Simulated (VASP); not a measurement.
# Gd (Fm-3m) in VASP: further runs

Runs on Gd. Level: PBE. Tasks: single point, relaxation of cell and atoms.

All numbers are computed with VASP 6.6.1; they aren't measurements. Logs are shortened: lines on timing, memory, paths and dates and some standing lists are left out, and cuts for length are marked.

**1. The cell of the first run**

Symmetry: Fm-3m, No. 225, cubic system. Conventional cell: a = 4.766 Å, b = 4.766 Å, c = 4.766 Å, α = 90.00°, β = 90.00°, γ = 90.00°. Within 4.4 Å of Gd (site symmetry m-3m) lie 12 Gd at 3.37 Å.

This isn't the form of Gd at room conditions, which is hcp.

**2. Single point, PBE, collinear spin, ferromagnetic start**

Input file INCAR:

```
ALGO = Normal
EDIFF = 1E-6
ENCUT = 520
GGA = PE
ISIF = 2
ISMEAR = -1
ISPIN = 2
LASPH = T
LCHARG = F
LMAXMIX = 6
LORBIT = 11
LREAL = F
LWAVE = F
MAGMOM = 7
NBANDS = 19
NELM = 150
PREC = Accurate
SIGMA = 0.1
```

Input file KPOINTS:

```
k-points
0
Gamma
  14 14 14
```

Input file POSCAR:

```
Gd
1.0
    0.0000000000      2.3828095455      2.3828095455
    2.3828095455      0.0000000000      2.3828095455
    2.3828095455      2.3828095455      0.0000000000
Gd
1
Direct
    0.0000000000      0.0000000000      0.0000000000
```

Potentials or basis: VASP PAW PBE potentials, release 64 (Gd).

Started as:

```sh
> cat potpaw_PBE.64/Gd/POTCAR > POTCAR
> mpirun -np 1 vasp_std > vasp.out
```

OUTCAR:

```text
EDIFF = 1E-6
   ENCUT = 520
   GGA = PE
   ISIF = 2
   ISMEAR = -1
   ISPIN = 2
   LASPH = T
   LORBIT = 11
   LREAL = F
   NELM = 150
   PREC = Accurate

 ion  position               nearest neighbor table
   1  0.000  0.000  0.000-

  LATTYP: Found a face centered cubic cell.
 ALAT       =     4.7656190910

  Lattice vectors:

 A1 = (   0.0000000000,   2.3828095455,   2.3828095455)
 A2 = (   2.3828095455,   0.0000000000,   2.3828095455)
 A3 = (   2.3828095455,   2.3828095455,   0.0000000000)

Analysis of symmetry for initial positions (statically):
=====================================================================
 Subroutine PRICEL returns:
 Original cell was already a primitive cell.

 Routine SETGRP: Setting up the symmetry group for a
 face centered cubic supercell.

 Subroutine GETGRP returns: Found 48 space group operations
 (whereof 48 operations were pure point group operations)
 out of a pool of 48 trial point group operations.

The static configuration has the point symmetry O_h .

Analysis of symmetry for dynamics (positions and initial velocities):
=====================================================================
 Subroutine PRICEL returns:
 Original cell was already a primitive cell.

 Routine SETGRP: Setting up the symmetry group for a
 face centered cubic supercell.

 Subroutine GETGRP returns: Found 48 space group operations
 (whereof 48 operations were pure point group operations)
 out of a pool of 48 trial point group operations.

The dynamic configuration has the point symmetry O_h .

Analysis of structural, dynamic, and magnetic symmetry:
=====================================================================
 Subroutine PRICEL returns:
 Original cell was already a primitive cell.

 Routine SETGRP: Setting up the symmetry group for a
 face centered cubic supercell.

 Subroutine GETGRP returns: Found 48 space group operations
 (whereof 48 operations were pure point group operations)
 out of a pool of 48 trial point group operations.

The overall configuration has the point symmetry O_h .

 Subroutine INISYM returns: Found 48 space group operations
 (whereof 48 operations are pure point group operations),
 and found     1 'primitive' translations

----------------------------------------------------------------------------------------

                                     Primitive cell

  volume of cell :      27.0581

  direct lattice vectors                    reciprocal lattice vectors
     0.000000000  2.382809545  2.382809545    -0.209836326  0.209836326  0.209836326
     2.382809545  0.000000000  2.382809545     0.209836326 -0.209836326  0.209836326
     2.382809545  2.382809545  0.000000000     0.209836326  0.209836326 -0.209836326

  length of vectors
     3.369801576  3.369801576  3.369801576     0.363447177  0.363447177  0.363447177

  position of ions in fractional coordinates (direct lattice)
     0.000000000  0.000000000  0.000000000

  ion indices of the primitive-cell ions
   primitive index   ion index
                 1           1

----------------------------------------------------------------------------------------

 KPOINTS: k-points

Automatic generation of k-mesh.
 Grid dimensions read from file:
 generate k-points for:   14   14   14

 Generating k-lattice:

  Cartesian coordinates                     Fractional coordinates (reciprocal lattice)
    -0.014988309  0.014988309  0.014988309     0.071428571  0.000000000  0.000000000
     0.014988309 -0.014988309  0.014988309     0.000000000  0.071428571  0.000000000
     0.014988309  0.014988309 -0.014988309     0.000000000  0.000000000  0.071428571

  Length of vectors
     0.025960513  0.025960513  0.025960513

  Shift w.r.t. Gamma in fractional coordinates (k-lattice)
     0.000000000  0.000000000  0.000000000

 Subroutine IBZKPT returns following result:
 ===========================================

 Found    104 irreducible k-points:

 Following reciprocal coordinates:
            Coordinates               Weight
  0.000000  0.000000  0.000000      1.000000
  0.071429  0.000000  0.000000      8.000000
  0.142857  0.000000  0.000000      8.000000
  0.214286  0.000000  0.000000      8.000000
  0.285714  0.000000  0.000000      8.000000
  0.357143  0.000000  0.000000      8.000000
[... 16 lines left out ...]
  0.214286  0.142857  0.000000     24.000000
  0.285714  0.142857  0.000000     24.000000
 [... further k-points ...]
   k-points           NKPTS =    104   k-points in BZ     NKDIM =    104   number of bands    NBANDS=     19
   number of dos      NEDOS =    301   number of ions     NIONS =      1
   total plane-waves  NPLWV =  21952
   dimension x,y,z NGX =    28 NGY =   28 NGZ =   28
   dimension x,y,z NGXF=    56 NGYF=   56 NGZF=   56
   ions per type =               1
   NGX,Y,Z   is equivalent  to a cutoff of  13.81, 13.81, 13.81 a.u.
   NGXF,Y,Z  is equivalent  to a cutoff of  27.63, 27.63, 27.63 a.u.
 SYSTEM =  unknown system
   PREC   = accura    normal or accurate (medium, high low for compatibility)
   ISTART =      0    job   : 0-new  1-cont  2-samecut
   ICHARG =      2    charge: 1-file 2-atom 10-const
   ISPIN  =      2    spin polarized calculation?
   LNONCOLLINEAR =      F non collinear calculations
   LSORBIT =      F    spin-orbit coupling
   LASPH  =      T    aspherical Exc in radial PAW
   ENCUT  =  520.0 eV  38.22 Ry    6.18 a.u.   6.27  6.27  6.27*2*pi/ulx,y,z
   NELM   =    150;   NELMIN=  2; NELMDL= -5     # of ELM steps
   EDIFF  = 0.1E-05   stopping-criterion for ELM
   LREAL  =      F    real-space projection
   EDIFFG = 0.1E-04   stopping-criterion for IOM
   NSW    =      0    number of steps for IOM
   IBRION =     -1    ionic relax: 0-MD 1-quasi-New 2-CG
   NFREE  =      0    steps in history (QN), initial steepest desc. (CG)
   ISIF   =      2    stress and relaxation
   ISYM   =      2    0-nonsym 1-usesym 2-fastsym
   POTIM  = 0.5000    time-step for ionic-motion
   TEBEG  =    0.0;   TEEND  =   0.0 temperature during run
   PSTRESS=    0.0 pullay stress
   NELECT =      18.0000    total number of electrons
   NUPDOWN=      -1.0000    fix difference up-down
   EMIN   =  10.00;   EMAX   =-10.00  energy-range for DOS
   EFERMI =   0.00;   METHOD = LEGACY
   ISMEAR =    -1;   SIGMA  =   0.10  broadening in eV -4-tet -1-fermi 0-gaus
   EFERMI_NEDOS =   21; number of points for ismear=-14 and -15
   IALGO  =     38    algorithm
   IMIX   =      4    mixing-type and parameters
     AMIX     =   0.40;   BMIX     =  1.00
     AMIX_MAG =   1.60;   BMIX_MAG =  1.00
  volume/ion in A,a.u.               =      27.06       182.60
  Fermi-wavevector in a.u.,A,eV,Ry     =   1.429112  2.700631 27.788019  2.042362
  Thomas-Fermi vector in A             =   2.549101
   LORBIT       =     11    0 simple, 1 ext, 2 COOP (PROOUT), +10 PAW based schemes
   GGA     = PE    functional components
   LHFCALC =     F    Hartree Fock is set to
   AEXX    =    0.0000 exact exchange contribution
   IVDW    =     0    specifies the selected vdW correction
   LEPSILON=     F    determine dielectric tensor
   LRPA    =     F    only Hartree local field effects (RPA)
 spin polarized calculation
  energy-cutoff  :      520.00
  volume of cell :       27.06
 maximum number of plane-waves:       748
 NGX is ok and might be reduce to    28
   NGX = 13   NGY = 13   NGZ = 13

 number of electron      18.0000004 magnetization       7.2792538

 Free energy of the ion-electron system (eV)
  ---------------------------------------------------
  ext. energy  EPLUGINS =         0.00000000
  ---------------------------------------------------
  free energy    TOTEN  =       -11.54729890 eV

  energy without entropy =      -11.49320418  energy(sigma->0) =      -11.52025154

 E-fermi :   4.0182     XC(G=0): -10.9133

 val. band max:        4.0044841839   @ k =  -0.3571   0.4286   0.1429
 cond. band min:       4.0233380179   @ k =   0.4286   0.2857   0.1429
 fundamental gap:      0.0188538340
 Fermi energy:         4.0181591779

 spin component 1

 k-point     1 :       0.0000    0.0000    0.0000
  band No.  band energies     occupation
      1     -40.9074      1.00000
      2     -17.6717      1.00000
      3     -17.6717      1.00000
      4     -17.6717      1.00000
      5      -1.2060      1.00000
      6      -0.5502      1.00000
[... 11 lines left out ...]
     18      13.9413      0.00000
     19      17.8982      0.00000

 k-point     2 :       0.0714    0.0000    0.0000
  band No.  band energies     occupation
      1     -40.9002      1.00000
      2     -17.7433      1.00000
      3     -17.6801      1.00000
      4     -17.6801      1.00000
      5      -1.0287      1.00000
      6      -0.5447      1.00000
[... 476 lines left out ...]
 k-point    24 :       0.2857    0.1429    0.0000
  band No.  band energies     occupation
      1     -40.8205      1.00000
      2     -18.3448      1.00000
      3     -17.8473      1.00000
      4     -17.8350      1.00000
      5      -0.4836      1.00000
      6      -0.4401      1.00000
[... 11 lines left out ...]
     18      15.6063      0.00000
     19      18.2108      0.00000

 [... further k-points ...]

 spin component 2

 k-point     1 :       0.0000    0.0000    0.0000
  band No.  band energies     occupation
      1     -37.7635      1.00000
      2     -15.3363      1.00000
      3     -15.3363      1.00000
      4     -15.3363      1.00000
      5      -0.4433      1.00000
      6       4.5018      0.00788
[... 11 lines left out ...]
     18      14.9765      0.00000
     19      18.6745      0.00000

 k-point     2 :       0.0714    0.0000    0.0000
  band No.  band energies     occupation
      1     -37.7547      1.00000
      2     -15.4244      1.00000
      3     -15.3463      1.00000
      4     -15.3463      1.00000
      5      -0.2537      1.00000
      6       4.4742      0.01035
[... 476 lines left out ...]
 k-point    24 :       0.2857    0.1429    0.0000
  band No.  band energies     occupation
      1     -37.6555      1.00000
      2     -16.1514      1.00000
      3     -15.5456      1.00000
      4     -15.5315      1.00000
      5       1.7329      1.00000
      6       4.1498      0.21145
[... 11 lines left out ...]
     18      16.4286      0.00000
     19      19.2571      0.00000

 [... further k-points ...]

------------------------ aborting loop because EDIFF is reached ----------------------------------------

  FORCE on cell =-STRESS in cart. coord.  units (eV):
  Direction    XX          YY          ZZ          XY          YZ          ZX
  --------------------------------------------------------------------------------------
  -------------------------------------------------------------------------------------
  Total        1.4233699      1.4233699      1.4233699      0.0000000     -0.0000000      0.0000000
  in kB       84.2811333     84.2811333     84.2811333      0.0000000     -0.0000000      0.0000000
  external PRESSURE =      84.2811333 kB  Pullay stress =       0.0000000 kB

 VOLUME and BASIS-vectors are now :
 -----------------------------------------------------------------------------
  energy-cutoff  :      520.00
  volume of cell :       27.06
      direct lattice vectors                 reciprocal lattice vectors
     0.000000000  2.382809545  2.382809545    -0.209836326  0.209836326  0.209836326
     2.382809545  0.000000000  2.382809545     0.209836326 -0.209836326  0.209836326
     2.382809545  2.382809545  0.000000000     0.209836326  0.209836326 -0.209836326

 POSITION                                       TOTAL-FORCE (eV/Angst)
 -----------------------------------------------------------------------------------
      0.00000      0.00000      0.00000        -0.000000     -0.000000      0.000000
 -----------------------------------------------------------------------------------
    total drift:                               -0.000000     -0.000000     -0.000000

  FREE ENERGIE OF THE ION-ELECTRON SYSTEM (eV)
  ---------------------------------------------------
  free  energy   TOTEN  =       -11.5472988972 eV

  energy  without entropy=      -11.4932041833  energy(sigma->0) =      -11.52025154

 total charge

# of ion       s       p       d       f       tot
--------------------------------------------------
    1        2.086   5.546   0.700   6.988  15.320

 magnetization (x)

# of ion       s       p       d       f       tot
--------------------------------------------------
    1        0.005  -0.057   0.139   6.788   6.875
```

Wall time 5.6 min (1 thread of AMD EPYC 7R43 (Zen 3), shared host); peak memory 0.21 GiB.

Results:

* Free energy: -11.5473 eV
* Pressure: 8.4 GPa
* Net moment: 7.28 μB per cell
* Site moments: Gd +6.88 μB
* Valence electrons inside the program's atomic spheres: Gd 15.32

Levels at points of the mesh, in eV from the Fermi level:
Spin up:
| k point | band 10 | band 11 | band 12 | band 13 | band 14 | band 15 | band 16 | band 17 |
| --- | --- | --- | --- | --- | --- | --- | --- | --- |
| (0.00, 0.00, 0.00) | -4.28 | -4.28 | -4.28 | 1.55 | 1.55 | 1.55 | 4.39 | 4.39 |
| (0.50, 0.00, 0.00) | -4.31 | -4.27 | -2.72 | 1.32 | 1.32 | 1.86 | 6.58 | 6.58 |
| (0.50, 0.50, 0.00) | -4.34 | -4.31 | -2.77 | -1.90 | 3.76 | 6.62 | 7.24 | 7.24 |
Spin down:
| k point | band 2 | band 3 | band 4 | band 5 | band 6 | band 7 | band 8 | band 9 |
| --- | --- | --- | --- | --- | --- | --- | --- | --- |
| (0.00, 0.00, 0.00) | -19.35 | -19.35 | -19.35 | -4.46 | 0.48 | 0.81 | 0.81 | 0.81 |
| (0.50, 0.00, 0.00) | -20.91 | -19.55 | -19.55 | -1.92 | 0.53 | 0.84 | 0.84 | 0.92 |
| (0.50, 0.50, 0.00) | -20.80 | -19.90 | -19.90 | -2.13 | -1.10 | 0.88 | 0.89 | 0.89 |

Caveat: the cell stands under pressure; spin-orbit coupling is left out, which moves the levels of the heavy elements; semilocal functionals describe open f shells poorly, which spoils levels, moments and volumes. The state reached can hang on the start; a lower one may exist.

**3. Single point, PBE, collinear spin, ferromagnetic start**

Input file INCAR:

```
SYSTEM = Gd
  ALGO = Normal
  EDIFF = 1E-7
  ENCUT = 520
  GGA = PE
  ISIF = 2
  ISMEAR = -1
  ISPIN = 2
  LASPH = .True.
  LCHARG = .True.
  LELF = .True.
  LMAXMIX = 6
  LORBIT = 11
  LREAL = .False.
  LVHAR = .True.
  LWAVE = .False.
  MAGMOM = 7
  NBANDS = 19
  NELM = 150
  PREC = Accurate
  SIGMA = 0.1
```

Input file KPOINTS:

```
k-points
0
Gamma
  14 14 14
  0 0 0
```

POSCAR is that of step 2.

Potentials or basis: VASP PAW PBE potentials, release 64 (Gd).

Started as:

```sh
> cat potpaw_PBE.64/Gd/POTCAR > POTCAR
> mpirun -np 1 vasp_std > vasp.out
```

It took 6.5 min on 1 thread of AMD EPYC 7R43 (Zen 3), shared host; peak memory 0.21 GiB.

The run converged. Its results:

```yaml
Free_energy: -11.5473 eV
Pressure: 8.9 GPa
Net_moment: 7.28 μB per cell
Site_moments: Gd +6.87 μB
Valence_electrons_inside_the_program's_atomic_spheres: Gd 15.32
```

Levels at points of the mesh, in eV from the Fermi level:
Spin up:
```tsv
k point	band 10	band 11	band 12	band 13	band 14	band 15	band 16	band 17
(0.00, 0.00, 0.00)	-4.28	-4.28	-4.28	1.55	1.55	1.55	4.39	4.39
(0.50, 0.00, 0.00)	-4.32	-4.27	-2.72	1.32	1.32	1.87	6.58	6.58
(0.50, 0.50, 0.00)	-4.34	-4.31	-2.77	-1.90	3.76	6.62	7.24	7.24
```
Spin down:
```
           k point  band 3  band 4  band 5  band 6  band 7  band 8
(0.00, 0.00, 0.00)  -19.36  -19.36   -4.46    0.48    0.80    0.80
(0.50, 0.00, 0.00)  -19.55  -19.55   -1.92    0.52    0.84    0.84
(0.50, 0.50, 0.00)  -19.90  -19.90   -2.13   -1.09    0.88    0.89
```

Caveat: the cell stands under pressure; spin-orbit coupling is left out, which moves the levels of the heavy elements; semilocal functionals describe open f shells poorly, which spoils levels, moments and volumes. The state reached can hang on the start; a lower one may exist.

**4. Relaxation of cell and atoms, PBE, collinear spin, ferromagnetic start, target pressure 8.8 GPa, at which the enthalpy is minimised**

Input file INCAR:

```
PREC = Accurate ; ENCUT = 600
EDIFF = 1E-6 ; ISMEAR = -1
SIGMA = 0.1 ; LREAL = False
LASPH = True ; NELM = 150
ALGO = Normal ; ISIF = 3
LWAVE = False ; LCHARG = False
ISPIN = 2 ; MAGMOM = 7
LORBIT = 11 ; LMAXMIX = 6
GGA = PE ; IBRION = 2
NSW = 60 ; EDIFFG = -0.005
PSTRESS = 88.0
```

Input file KPOINTS:

```
Automatic mesh
0
Gamma
  14 14 14
```

Input file POSCAR:

```
Gd
1.0
    0.0000000000      2.3820101404      2.3820101404
    2.3820101404      0.0000000000      2.3820101404
    2.3820101404      2.3820101404      0.0000000000
Gd
1
Direct
    0.0000000000      0.0000000000      0.0000000000
```

Started as:

```sh
> cat potpaw_PBE.64/Gd/POTCAR > POTCAR
> mpirun -np 1 vasp_std > vasp.out
```

Run time: 14 min. Hardware: 1 thread of AMD EPYC 7R43 (Zen 3), shared host; peak memory 0.23 GiB.

It converged, with:

| Quantity | Value |
| --- | --- |
| Free energy | -11.5506 eV |
| Relaxed volume | 27.08 Å³/atom |
| Relaxed cell | a = 3.371 Å, b = 3.371 Å, c = 3.371 Å, α = 60.00°, β = 60.00°, γ = 60.00° |
| Space group after relaxing (to 0.1 Å) | Fm-3m (No. 225) |
| Energy change on relaxing (the run minimises the enthalpy) | -2.6 meV/atom |
| Ionic steps | 7 |
| Pressure after relaxing | 8.8 GPa |
| Net moment | 7.28 μB per cell |
| Site moments | Gd +6.88 μB |
| Valence electrons inside the program's atomic spheres | Gd 15.32 |

The path:
```tsv
step	energy change (eV)	largest force (eV/Å)	pressure (GPa)	volume (Å³)
1	0.0000	0.0000	8.90	27.03
2	-0.0037	0.0000	8.73	27.10
3	-0.0030	0.0000	8.65	27.09
4	-0.0012	0.0000	9.00	27.05
5	-0.0022	0.0000	9.08	27.07
6	-0.0027	0.0000	8.73	27.08
7	-0.0026	0.0000	8.81	27.08
```

Final structure:
```yaml
crystal:
  lattice:
    - [0.00000, 2.38337, 2.38337]
    - [2.38337, 0.00000, 2.38337]
    - [2.38337, 2.38337, 0.00000]
  atoms:
    - { symbol: Gd, position: [0.00000, 0.00000, 0.00000] }
```

Levels at points of the mesh, in eV from the Fermi level:
Spin up:
```csv
k point,band 10,band 11,band 12,band 13,band 14,band 15,band 16,band 17
"(0.00, 0.00, 0.00)",-4.28,-4.28,-4.28,1.55,1.55,1.55,4.39,4.39
"(0.50, 0.00, 0.00)",-4.32,-4.28,-2.72,1.32,1.32,1.86,6.57,6.57
"(0.50, 0.50, 0.00)",-4.35,-4.32,-2.77,-1.90,3.76,6.61,7.23,7.23
```
Spin down:
```tsv
k point	band 2	band 3	band 4	band 5	band 6	band 7	band 8	band 9
(0.00, 0.00, 0.00)	-19.36	-19.36	-19.36	-4.46	0.48	0.80	0.80	0.80
(0.50, 0.00, 0.00)	-20.91	-19.56	-19.56	-1.92	0.53	0.84	0.84	0.91
(0.50, 0.50, 0.00)	-20.80	-19.91	-19.91	-2.13	-1.09	0.88	0.89	0.89
```

Caveat: the cell is relaxed towards a set pressure, so the run minimises the enthalpy, not the energy; spin-orbit coupling is left out, which moves the levels of the heavy elements; semilocal functionals describe open f shells poorly, which spoils levels, moments and volumes.
